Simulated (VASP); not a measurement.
# MoS2 in VASP: relaxation of cell and atoms with PBE+D3(BJ)

Aim: the relaxation of cell and atoms of MoS2 with PBE+D3(BJ).

All numbers are computed with VASP 6.6.1; they aren't measurements. Logs are shortened: lines on timing, memory, paths and dates and some standing lists are left out, and cuts for length are marked.

## Step 1: The cell of the first run

The cell holds a slab with vacuum, 9 atoms: a = 3.184 Å, b = 3.184 Å, c = 28.387 Å, α = 90.00°, β = 90.00°, γ = 120.00°.

## Step 2: Relaxation of cell and atoms, PBE+D3(BJ)

Input file INCAR:

```
PREC = Accurate
ENCUT = 600
EDIFF = 1E-6
ISMEAR = 0
SIGMA = 0.02
LREAL = F
LASPH = T
NELM = 100
ALGO = Normal
ISIF = 3
LWAVE = F
LCHARG = F
GGA = PE
IVDW = 12
IBRION = 2
NSW = 100
EDIFFG = -0.005
```

Input file KPOINTS:

```
Automatic mesh
0
Gamma
  12 12 1
```

Input file POSCAR:

```
MoS2
1.0
    3.1840155185      0.0000000000      0.0000000000
   -1.5920077592      2.7574383250      0.0000000000
    0.0000000000      0.0000000000     28.3873198000
Mo S
3 6
Direct
    0.6666666700      0.3333333300      0.0000000000
    0.3333333300      0.6666666700      0.7718352300
    0.3333333300      0.6666666700      0.2281647700
    0.3333333300      0.6666666700      0.0546658800
    0.6666666700      0.3333333300      0.8265069100
    0.6666666700      0.3333333300      0.2828124900
    0.3333333300      0.6666666700      0.9453341200
    0.6666666700      0.3333333300      0.7171875100
    0.6666666700      0.3333333300      0.1734930900
```

Potentials or basis: VASP PAW PBE potentials, release 64 (Mo_sv, S).

The run is started by

```sh
$ cat potpaw_PBE.64/Mo_sv/POTCAR potpaw_PBE.64/S/POTCAR > POTCAR
$ mpirun -np 1 vasp_std > vasp.out
```

OUTCAR:

```text
PREC = Accurate
   ENCUT = 600
   EDIFF = 1E-6
   ISMEAR = 0
   LREAL = F
   LASPH = T
   NELM = 100
   ISIF = 3
   GGA = PE
   IVDW = 12
   IBRION = 2
   NSW = 100
   EDIFFG = -0.005
 IVDW          = 12

 ion  position               nearest neighbor table
   1  0.667  0.333  0.000-   4 2.41   7 2.41   4 2.41   7 2.41   4 2.41   7 2.41
   2  0.333  0.667  0.772-   8 2.41   8 2.41   8 2.41   5 2.41   5 2.41   5 2.41
   3  0.333  0.667  0.228-   6 2.41   6 2.41   6 2.41   9 2.41   9 2.41   9 2.41
   4  0.333  0.667  0.055-   1 2.41   1 2.41   1 2.41
   5  0.667  0.333  0.827-   2 2.41   2 2.41   2 2.41
   6  0.667  0.333  0.283-   3 2.41   3 2.41   3 2.41
   7  0.333  0.667  0.945-   1 2.41   1 2.41   1 2.41
   8  0.667  0.333  0.717-   2 2.41   2 2.41   2 2.41
   9  0.667  0.333  0.173-   3 2.41   3 2.41   3 2.41

  LATTYP: Found a hexagonal cell.
 ALAT       =     3.1840155185
 C/A-ratio  =     8.9155720615

  Lattice vectors:

 A1 = (   3.1840155185,   0.0000000000,   0.0000000000)
 A2 = (  -1.5920077592,   2.7574383250,   0.0000000000)
 A3 = (   0.0000000000,   0.0000000000,  28.3873198000)

Analysis of symmetry for initial positions (statically):
=====================================================================
 Subroutine PRICEL returns:
 Original cell was already a primitive cell.

 Routine SETGRP: Setting up the symmetry group for a
 hexagonal supercell.

 Subroutine GETGRP returns: Found 12 space group operations
 (whereof 12 operations were pure point group operations)
 out of a pool of 24 trial point group operations.

The static configuration has the point symmetry D_3h.

Analysis of symmetry for dynamics (positions and initial velocities):
=====================================================================
 Subroutine PRICEL returns:
 Original cell was already a primitive cell.

 Routine SETGRP: Setting up the symmetry group for a
 hexagonal supercell.

 Subroutine GETGRP returns: Found 12 space group operations
 (whereof 12 operations were pure point group operations)
 out of a pool of 24 trial point group operations.

The dynamic configuration has the point symmetry D_3h.

 Subroutine INISYM returns: Found 12 space group operations
 (whereof 12 operations are pure point group operations),
 and found     1 'primitive' translations

----------------------------------------------------------------------------------------

                                     Primitive cell

  volume of cell :     249.2329

[... 86 lines left out ...]
 SYSTEM =  unknown system
   PREC   = accura    normal or accurate (medium, high low for compatibility)
   ISTART =      0    job   : 0-new  1-cont  2-samecut
   ICHARG =      2    charge: 1-file 2-atom 10-const
   ISPIN  =      1    spin polarized calculation?
   LNONCOLLINEAR =      F non collinear calculations
   LSORBIT =      F    spin-orbit coupling
   LASPH  =      T    aspherical Exc in radial PAW
   ENCUT  =  600.0 eV  44.10 Ry    6.64 a.u.   6.36  6.36 56.70*2*pi/ulx,y,z
   NELM   =    100;   NELMIN=  2; NELMDL= -5     # of ELM steps
   EDIFF  = 0.1E-05   stopping-criterion for ELM
   LREAL  =      F    real-space projection
   EDIFFG = -.5E-02   stopping-criterion for IOM
   NSW    =    100    number of steps for IOM
   IBRION =      2    ionic relax: 0-MD 1-quasi-New 2-CG
   NFREE  =      1    steps in history (QN), initial steepest desc. (CG)
   ISIF   =      3    stress and relaxation
   ISYM   =      2    0-nonsym 1-usesym 2-fastsym
   POTIM  = 0.5000    time-step for ionic-motion
   TEBEG  =    0.0;   TEEND  =   0.0 temperature during run
   PSTRESS=    0.0 pullay stress
   NELECT =      78.0000    total number of electrons
   NUPDOWN=      -1.0000    fix difference up-down
   EMIN   =  10.00;   EMAX   =-10.00  energy-range for DOS
   EFERMI =   0.00;   METHOD = LEGACY
   ISMEAR =     0;   SIGMA  =   0.02  broadening in eV -4-tet -1-fermi 0-gaus
   EFERMI_NEDOS =   21; number of points for ismear=-14 and -15
   IALGO  =     38    algorithm
   IMIX   =      4    mixing-type and parameters
     AMIX     =   0.40;   BMIX     =  1.00
     AMIX_MAG =   1.60;   BMIX_MAG =  1.00
  volume/ion in A,a.u.               =      27.69       186.88
  Fermi-wavevector in a.u.,A,eV,Ry     =   1.111487  2.100407 16.808697  1.235404
  Thomas-Fermi vector in A             =   2.248051
   LORBIT       =      0    0 simple, 1 ext, 2 COOP (PROOUT), +10 PAW based schemes
   GGA     = PE    functional components
   LHFCALC =     F    Hartree Fock is set to
   AEXX    =    0.0000 exact exchange contribution
   IVDW    =    12    specifies the selected vdW correction
   LEPSILON=     F    determine dielectric tensor
   LRPA    =     F    only Hartree local field effects (RPA)
 conjugate gradient relaxation of ions
 non-spin polarized calculation
 Gauss-broadening in eV      SIGMA  =   0.02
  energy-cutoff  :      600.00
  volume of cell :      249.23
 maximum number of plane-waves:      8359
 NGX is ok and might be reduce to    28
   NGX = 13   NGY = 13   NGZ =113

--------------------------------------- Ionic step        1  -------------------------------------------

 number of electron      77.9999997 magnetization

 Free energy of the ion-electron system (eV)
  ---------------------------------------------------
  ext. energy  EPLUGINS =         0.00000000
  ---------------------------------------------------
  free energy    TOTEN  =       -65.53442293 eV

  energy without entropy =      -65.53442293  energy(sigma->0) =      -65.53442293

------------------------ aborting loop because EDIFF is reached ----------------------------------------

 Edisp (eV)   -3.33009

 E8    (eV) :    -1.3741
[... 126 lines left out ...]
  FREE ENERGIE OF THE ION-ELECTRON SYSTEM (eV)
  ---------------------------------------------------
  free  energy   TOTEN  =       -68.8921422015 eV

  energy  without entropy=      -68.8921422015  energy(sigma->0) =      -68.89214220

[... ionic steps 4 to 40 ...]

--------------------------------------- Ionic step       41  -------------------------------------------

 number of electron      77.9999998 magnetization

------------------------ aborting loop because EDIFF is reached ----------------------------------------
[... 89 lines left out ...]
--------------------------------------- Ionic step       43  -------------------------------------------

 number of electron      77.9999998 magnetization

 Free energy of the ion-electron system (eV)
  ---------------------------------------------------
  ext. energy  EPLUGINS =         0.00000000
  ---------------------------------------------------
  free energy    TOTEN  =       -65.39531177 eV

  energy without entropy =      -65.39531177  energy(sigma->0) =      -65.39531177

 E-fermi :   3.8167     XC(G=0):  -7.8844

 val. band max:        3.6457646559   @ k =   0.0000   0.0000   0.0000
 cond. band min:       4.6593748336   @ k =   0.1667   0.1667   0.0000
 fundamental gap:      1.0136101777
 Fermi energy:         3.8167429482

 k-point     1 :       0.0000    0.0000    0.0000
  band No.  band energies     occupation
      1     -57.7968      2.00000
      2     -57.7941      2.00000
      3     -57.7941      2.00000
      4     -31.9611      2.00000
      5     -31.9580      2.00000
      6     -31.9580      2.00000
[... 960 lines left out ...]
  FREE ENERGIE OF THE ION-ELECTRON SYSTEM (eV)
  ---------------------------------------------------
  free  energy   TOTEN  =       -68.9703389909 eV

  energy  without entropy=      -68.9703389909  energy(sigma->0) =      -68.97033899

 reached required accuracy - stopping structural energy minimisation
```

CONTCAR:

```text
MoS2
   1.00000000000000
     3.1502388035433766   -0.0000000000006362   -0.0000000000000000
    -1.5751194017227701    2.7281868317936180    0.0000000000000000
     0.0000000000000000   -0.0000000000000000   26.6496078938043972
  Mo              S
     3     6
Direct
     0.6666666699999979    0.3333333300000021    0.0000000000000000
     0.3333333300000021    0.6666666699999979    0.7731766711515472
     0.3333333300000021    0.6666666699999979    0.2268233288484532
     0.3333333300000021    0.6666666699999979    0.0587075570493958
     0.6666666699999979    0.3333333300000021    0.8319260749644717
     0.6666666699999979    0.3333333300000021    0.2856352948179918
     0.3333333300000021    0.6666666699999979    0.9412924429506042
     0.6666666699999979    0.3333333300000021    0.7143647051820086
     0.6666666699999979    0.3333333300000021    0.1680739250355283

  0.00000000E+00  0.00000000E+00  0.00000000E+00
  0.00000000E+00  0.00000000E+00  0.00000000E+00
  0.00000000E+00  0.00000000E+00  0.00000000E+00
  0.00000000E+00  0.00000000E+00  0.00000000E+00
  0.00000000E+00  0.00000000E+00  0.00000000E+00
  0.00000000E+00  0.00000000E+00  0.00000000E+00
  0.00000000E+00  0.00000000E+00  0.00000000E+00
  0.00000000E+00  0.00000000E+00  0.00000000E+00
  0.00000000E+00  0.00000000E+00  0.00000000E+00
```

It took 2.3 h on 1 thread of Intel Xeon Platinum 8375C at 2.90GHz (Ice Lake), shared host; peak memory 0.63 GiB.

Results:

```yaml
Free_energy: -68.9703 eV
Relaxed_cell: a = 3.150 Å, b = 3.150 Å, c = 26.650 Å, α = 90.00°, β = 90.00°, γ = 120.00°
Space_group_after_relaxing_to_0.1_Å: P-6m2 (No. 187)
Energy_gained_by_relaxing: 11.8 meV/atom
Ionic_steps: 43
Largest_force_after_relaxing: 0.004 eV/Å
Band_gap_on_the_k_mesh: 1.01 eV (least direct gap 1.72 eV)
Dispersion_energy_per_atom: -0.397 eV
```

Forces on the atoms (eV/Å):
```
Mo   0.000  0.000  0.000
Mo   0.000  0.000 -0.004
Mo   0.000  0.000  0.004
S    0.000  0.000  0.003
S    0.000  0.000 -0.003
S    0.000  0.000  0.001
S    0.000  0.000 -0.003
S    0.000  0.000 -0.001
S    0.000  0.000  0.003
```

The path:
| step | energy change (eV) | largest force (eV/Å) | pressure (GPa) | volume (Å³) |
| --- | --- | --- | --- | --- |
| 1 | 0.0000 | 0.1578 | -1.25 | 249.23 |
| 3 | -0.0276 | 0.3252 | 0.36 | 244.28 |
| 5 | -0.0368 | 0.1002 | -0.16 | 243.93 |
| 7 | -0.0623 | 0.0849 | -0.10 | 240.18 |
| 9 | -0.0836 | 0.3299 | 0.91 | 223.28 |
| 11 | -0.1052 | 0.0576 | -0.19 | 230.16 |
| 13 | -0.1056 | 0.0257 | -0.09 | 229.83 |
| 15 | -0.1056 | 0.0489 | -0.04 | 229.62 |
| 17 | -0.1057 | 0.0205 | 0.06 | 229.29 |
| 19 | -0.1057 | 0.0138 | 0.05 | 229.36 |
| 21 | -0.1058 | 0.0085 | -0.01 | 229.42 |
| 23 | -0.1058 | 0.0071 | -0.01 | 229.41 |
| 25 | -0.1058 | 0.0079 | -0.02 | 229.37 |
| 27 | -0.1058 | 0.0130 | -0.03 | 229.35 |
| 29 | -0.1058 | 0.0116 | -0.01 | 229.29 |
| 31 | -0.1058 | 0.0187 | 0.04 | 229.00 |
| 33 | -0.1058 | 0.0110 | 0.01 | 229.10 |
| 35 | -0.1058 | 0.0112 | 0.01 | 229.04 |
| 37 | -0.1058 | 0.0078 | -0.01 | 229.07 |
| 39 | -0.1058 | 0.0063 | -0.02 | 229.05 |
| 41 | -0.1058 | 0.0061 | 0.02 | 229.03 |
| 43 | -0.1058 | 0.0040 | 0.00 | 229.04 |

Final structure:
```
CELL_PARAMETERS angstrom
3.15024 0.00000 0.00000
-1.57512 2.72819 0.00000
0.00000 0.00000 26.64961
ATOMIC_POSITIONS crystal
Mo 0.66667 0.33333 0.00000
Mo 0.33333 0.66667 0.77318
Mo 0.33333 0.66667 0.22682
S 0.33333 0.66667 0.05871
S 0.66667 0.33333 0.83193
S 0.66667 0.33333 0.28564
S 0.33333 0.66667 0.94129
S 0.66667 0.33333 0.71436
S 0.66667 0.33333 0.16807
```
